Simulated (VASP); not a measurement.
# SnO2 (Cassiterite) in VASP: a series of runs, part 3 of 3

VASP 6.6.1. The steps go on from the part before.

### Step 6. Single point, LDA

This run uses another cell than the first one, of 11.86 Å³/atom, 0.956 times its volume.

INCAR reads:

```
PREC = Accurate
ENCUT = 520
EDIFF = 1E-7
ISMEAR = -1
SIGMA = 0.05
LREAL = F
LASPH = T
NELM = 60
ALGO = Normal
ISIF = 2
LWAVE = F
LCHARG = T
LELF = T
LVHAR = T
NBANDS = 35
```

KPOINTS reads:

```
Automatic mesh
0
Gamma
  6 6 8
```

POSCAR reads:

```
SnO2
1.0
    4.7222794323      0.0000000000      0.0000000000
    0.0000000000      4.7222794323      0.0000000000
    0.0000000000      0.0000000000      3.1904903717
Sn O
2 4
Direct
    0.5000000000      0.5000000000      0.5000000000
    0.0000000000      0.0000000000      0.0000000000
    0.8060685332      0.1939314668      0.5000000000
    0.6939314668      0.6939314668      0.0000000000
    0.1939314668      0.8060685332      0.5000000000
    0.3060685332      0.3060685332      0.0000000000
```

Potentials or basis: VASP PAW LDA potentials, release 64 (Sn_d, O).

The run is started by

```console
$ cat potpaw_LDA.64/Sn_d/POTCAR potpaw_LDA.64/O/POTCAR > POTCAR
$ mpirun -np 1 vasp_std > vasp.out
```

OUTCAR:

```text
PREC = Accurate
   ENCUT = 520
   EDIFF = 1E-7
   ISMEAR = -1
   LREAL = F
   LASPH = T
   NELM = 60
   ISIF = 2

 ion  position               nearest neighbor table
   1  0.500  0.500  0.500-   3 2.04   5 2.04   4 2.05   6 2.05   4 2.05   6 2.05   2 3.70   2 3.70
                             2 3.70   2 3.70   2 3.70   2 3.70   2 3.70   2 3.70
   2  0.000  0.000  0.000-   4 2.04   6 2.04   5 2.05   3 2.05   3 2.05   5 2.05   1 3.70   1 3.70
                             1 3.70   1 3.70   1 3.70   1 3.70   1 3.70   1 3.70
   3  0.806  0.194  0.500-   1 2.04   2 2.05   2 2.05
   4  0.694  0.694  0.000-   2 2.04   1 2.05   1 2.05
   5  0.194  0.806  0.500-   1 2.04   2 2.05   2 2.05
   6  0.306  0.306  0.000-   2 2.04   1 2.05   1 2.05

  LATTYP: Found a simple tetragonal cell.
 ALAT       =     4.7222794323
 C/A-ratio  =     0.6756250699

  Lattice vectors:

 A1 = (   4.7222794323,   0.0000000000,   0.0000000000)
 A2 = (   0.0000000000,   4.7222794323,   0.0000000000)
 A3 = (   0.0000000000,   0.0000000000,   3.1904903717)

Analysis of symmetry for initial positions (statically):
=====================================================================
 Subroutine PRICEL returns:
 Original cell was already a primitive cell.

 Routine SETGRP: Setting up the symmetry group for a
 simple tetragonal supercell.

 Subroutine GETGRP returns: Found 16 space group operations
 (whereof  8 operations were pure point group operations)
 out of a pool of 16 trial point group operations.

The static configuration has the point symmetry D_2h.
 The point group associated with its full space group is D_4h.

Analysis of symmetry for dynamics (positions and initial velocities):
=====================================================================
 Subroutine PRICEL returns:
 Original cell was already a primitive cell.

 Routine SETGRP: Setting up the symmetry group for a
 simple tetragonal supercell.

[... 135 lines left out ...]
  Fermi-wavevector in a.u.,A,eV,Ry     =   1.474650  2.786685 29.587136  2.174593
  Thomas-Fermi vector in A             =   2.589396
   LORBIT       =      0    0 simple, 1 ext, 2 COOP (PROOUT), +10 PAW based schemes
   GGA     = CA    functional components
   LHFCALC =     F    Hartree Fock is set to
   AEXX    =    0.0000 exact exchange contribution
   IVDW    =     0    specifies the selected vdW correction
   LEPSILON=     F    determine dielectric tensor
   LRPA    =     F    only Hartree local field effects (RPA)
 non-spin polarized calculation
  energy-cutoff  :      520.00
  volume of cell :       71.15
 maximum number of plane-waves:      1944
 NGX is ok and might be reduce to    36
   NGX = 17   NGY = 17   NGZ = 11

 number of electron      51.9999987 magnetization

 Free energy of the ion-electron system (eV)
  ---------------------------------------------------
  ext. energy  EPLUGINS =         0.00000000
  ---------------------------------------------------
  free energy    TOTEN  =       -42.27988986 eV

  energy without entropy =      -42.27988978  energy(sigma->0) =      -42.27988982

 E-fermi :   6.5425     XC(G=0): -11.8311

 val. band max:        5.9346024312   @ k =   0.0000   0.0000   0.0000
 cond. band min:       7.1306179662   @ k =   0.0000   0.0000   0.0000
 fundamental gap:      1.1960155350
 Fermi energy:         6.5425261893

 k-point     1 :       0.0000    0.0000    0.0000
  band No.  band energies     occupation
      1     -15.0833      2.00000
      2     -14.3029      2.00000
      3     -14.0284      2.00000
      4     -14.0093      2.00000
      5     -14.0093      2.00000
      6     -13.9317      2.00000
[... 901 lines left out ...]
     34      18.1243      0.00000
     35      18.3077      0.00000

 [... further k-points ...]

------------------------ aborting loop because EDIFF is reached ----------------------------------------

  FORCE on cell =-STRESS in cart. coord.  units (eV):
  Direction    XX          YY          ZZ          XY          YZ          ZX
  --------------------------------------------------------------------------------------
  -------------------------------------------------------------------------------------
  Total        0.4107605      0.4107605      0.6109978     -0.0000000      0.0000000      0.0000000
  in kB        9.2499301      9.2499301     13.7590804     -0.0000000      0.0000000      0.0000000
  external PRESSURE =      10.7529802 kB  Pullay stress =       0.0000000 kB

 VOLUME and BASIS-vectors are now :
 -----------------------------------------------------------------------------
  energy-cutoff  :      520.00
  volume of cell :       71.15
      direct lattice vectors                 reciprocal lattice vectors
     4.722279432  0.000000000  0.000000000     0.211762140  0.000000000  0.000000000
     0.000000000  4.722279432  0.000000000     0.000000000  0.211762140  0.000000000
     0.000000000  0.000000000  3.190490372     0.000000000  0.000000000  0.313431443

 POSITION                                       TOTAL-FORCE (eV/Angst)
 -----------------------------------------------------------------------------------
      2.36114      2.36114      1.59525         0.000000      0.000000      0.000000
      0.00000      0.00000      0.00000         0.000000      0.000000      0.000000
      3.80648      0.91580      1.59525        -0.014682      0.014682      0.000000
      3.27694      3.27694      0.00000         0.014682      0.014682      0.000000
      0.91580      3.80648      1.59525         0.014682     -0.014682      0.000000
      1.44534      1.44534      0.00000        -0.014682     -0.014682     -0.000000
 -----------------------------------------------------------------------------------
    total drift:                                0.000000      0.000000      0.000000

  FREE ENERGIE OF THE ION-ELECTRON SYSTEM (eV)
  ---------------------------------------------------
  free  energy   TOTEN  =       -42.2798898554 eV

  energy  without entropy=      -42.2798897822  energy(sigma->0) =      -42.27988982
```

OSZICAR:

```text
N       E                     dE             d eps       ncg     rms          rms(c)
DAV:   1     0.631740765640E+03    0.63174E+03   -0.25644E+04  3873   0.233E+03
DAV:   2     0.523343856478E+02   -0.57941E+03   -0.54609E+03  3759   0.614E+02
DAV:   3    -0.433110815533E+02   -0.95645E+02   -0.94139E+02  3774   0.208E+02
DAV:   4    -0.483253203330E+02   -0.50142E+01   -0.49768E+01  4434   0.512E+01
DAV:   5    -0.484576985979E+02   -0.13238E+00   -0.13222E+00  4404   0.881E+00    0.159E+01
DAV:   6    -0.423472099722E+02    0.61105E+01   -0.16936E+01  5553   0.644E+01    0.642E+00
DAV:   7    -0.423737969437E+02   -0.26587E-01   -0.19637E+00  4034   0.787E+00    0.320E+00
DAV:   8    -0.422943580454E+02    0.79439E-01   -0.21119E-01  5362   0.423E+00    0.724E-01
DAV:   9    -0.422797471495E+02    0.14611E-01   -0.32414E-02  5797   0.302E+00    0.128E-01
DAV:  10    -0.422798747336E+02   -0.12758E-03   -0.33998E-03  4582   0.461E-01    0.492E-02
DAV:  11    -0.422798894546E+02   -0.14721E-04   -0.13541E-04  5621   0.125E-01    0.212E-02
DAV:  12    -0.422798923672E+02   -0.29126E-05   -0.13591E-05  4263   0.251E-02    0.134E-02
DAV:  13    -0.422798897789E+02    0.25884E-05   -0.86716E-06  5047   0.431E-02    0.148E-03
DAV:  14    -0.422798898554E+02   -0.76533E-07   -0.86198E-07  4809   0.780E-03
   1 F= -.42279890E+02 E0= -.42279890E+02  d E =-.732361E-07
```

stdout:

```text
POSCAR found type information on POSCAR SnO
 POSCAR found :  2 types and       6 ions
 scaLAPACK will be used
 LDA part: xc-table for (Slater(with rela. corr.)+CA(PZ))
 , standard interpolation
 POSCAR, INCAR and KPOINTS ok, starting setup
 FFT: planning ... GRIDC
 FFT: planning ... GRID_SOFT
 FFT: planning ... GRID
 WAVECAR not read
 entering main loop
```

Wall time 38 s (1 thread of Intel Xeon Platinum 8481C at 2.70GHz (Sapphire Rapids), shared host); peak memory 0.22 GiB.

What came out:

```
Free energy            : -42.2799 eV
Pressure               : 1.1 GPa
Largest force          : 0.021 eV/Å
Band gap on the k mesh : 1.20 eV, direct
```

Forces on the atoms (eV/Å):
```
Sn   0.000  0.000  0.000
Sn   0.000  0.000  0.000
O   -0.015  0.015  0.000
O    0.015  0.015  0.000
O    0.015 -0.015  0.000
O   -0.015 -0.015  0.000
```

Caveat: spin-orbit coupling is left out, which moves the levels of the heavy elements.

### Step 7. Summary

```tsv
level	potentials or basis	cell	gap on the mesh (eV)	pressure (GPa)	largest force (eV/Å)
revPBE+D3(BJ)	VASP PAW PBE potentials, release 64 (Sn_d, O)	a = 4.800, b = 4.800, c = 3.228 Å, 6 atoms	0.89	0.6	0.17
revPBE+D3(BJ)	VASP PAW PBE potentials, release 64 (Sn_d, O)	a = 4.831, b = 4.831, c = 3.249 Å, 6 atoms	0.68	-2.9	0.10
r2SCAN	VASP PAW PBE potentials, release 64 (Sn_d, O)	a = 4.760, b = 4.760, c = 3.201 Å, 6 atoms	1.79	1.1	0.03
PBEsol	VASP PAW PBE potentials, release 64 (Sn_d, O)	a = 4.738, b = 4.738, c = 3.187 Å, 6 atoms	1.07	5.4	1.72
LDA	VASP PAW LDA potentials, release 64 (Sn_d, O)	a = 4.722, b = 4.722, c = 3.190 Å, 6 atoms	1.20	1.1	0.02
```

Alike in all rows: task single point; no spin polarisation; k mesh 6 × 6 × 8; cutoff (eV) 520; smearing fermi-dirac 0.05 eV.

Caveats: spin-orbit coupling is left out, which moves the levels of the heavy elements; the PAW data sets were made with another functional, which shifts forces and pressure a little (some runs).

Total energies depend on the potentials used, so only differences within one code and one set of settings carry meaning.
